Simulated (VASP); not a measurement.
Crystal: Ga2SnO4.

```
Ga Sn O
1.0
     0.00000    3.32610    5.61049
     2.68260    0.00000    5.61049
     2.68260    3.32610    0.00000
Ga Sn O
2 1 4
Direct
  0.25000 0.25000 0.25000
  0.75000 0.75000 0.75000
  0.00000 0.00000 0.00000
  0.02255 0.31102 0.68898
  0.31102 0.02255 0.97745
  0.68898 0.97745 0.02255
  0.97745 0.68898 0.31102
```

| Quantity | Value |
| --- | --- |
| Program | VASP 6.6.1 |
| Task | relaxation of cell and atoms |
| Functional | PBE |
| Potentials or basis | VASP PAW PBE potentials, release 64 (Ga_d, Sn_d, O) |
| Cutoff | 600 eV |
| k mesh | 3 × 3 × 3 |
| Occupations | gaussian, width 0.15 eV |
| Spin | no spin polarisation |

At the start: pressure 42.4 GPa; volume 14.30 Å³/atom.

Problem. Where does the relaxation end?

Solution. Over 15 steps the energy falls by 891.3 meV/atom and the volume is 19.63 Å³/atom (+37.3 %); space group Fmmm (No. 69, to 0.05 Å).

The path:
```
step  energy change (eV)  largest force (eV/Å)  pressure (GPa)  volume (Å³)
   1              0.0000                4.7086           42.40       100.12
   2             -4.5462                0.8923          -12.48       164.91
   3             -5.5389                0.6890           -3.05       138.65
   4             -5.9471                1.0068            2.68       133.74
   5             -5.9472                1.0592            2.99       133.53
   6             -6.1637                0.1709           -0.23       137.39
   7             -6.1739                0.1125           -1.11       138.49
   8             -6.2233                0.1098            0.06       136.85
   9             -6.2279                0.1178            0.51       136.20
  10             -6.2279                0.1187            0.57       136.13
  11             -6.2313                0.1448           -0.39       137.39
  12             -6.2316                0.1289           -0.17       137.11
  13             -6.2348                0.0852           -0.11       137.22
  14             -6.2362                0.1063           -0.01       137.35
  15             -6.2391                0.0632           -0.02       137.42
```

Final structure:
```cif
data_structure
_symmetry_space_group_name_H-M 'P 1'
_symmetry_Int_Tables_number 1
_cell_length_a 7.2049
_cell_length_b 6.3440
_cell_length_c 5.1675
_cell_angle_alpha 76.740
_cell_angle_beta 58.985
_cell_angle_gamma 44.275
_cell_volume 137.42
loop_
_atom_site_label
_atom_site_type_symbol
_atom_site_fract_x
_atom_site_fract_y
_atom_site_fract_z
_atom_site_occupancy
Ga1 Ga 0.25000 0.25000 0.25000 1
Ga2 Ga 0.75000 0.75000 0.75000 1
Sn1 Sn 0.00000 0.00000 0.00000 1
O1 O 0.98611 0.32341 0.67659 1
O2 O 0.32341 0.98611 0.01389 1
O3 O 0.67659 0.01389 0.98611 1
O4 O 0.01389 0.67659 0.32341 1
```

Caveat: the k points lie up to 0.49 Å⁻¹ apart in the final cell; the volume moved by over 15 % at a fixed basis, so the end points are rough; the relaxation stopped at a loose force limit of 0.08 eV/Å, so its end isn't a converged minimum.
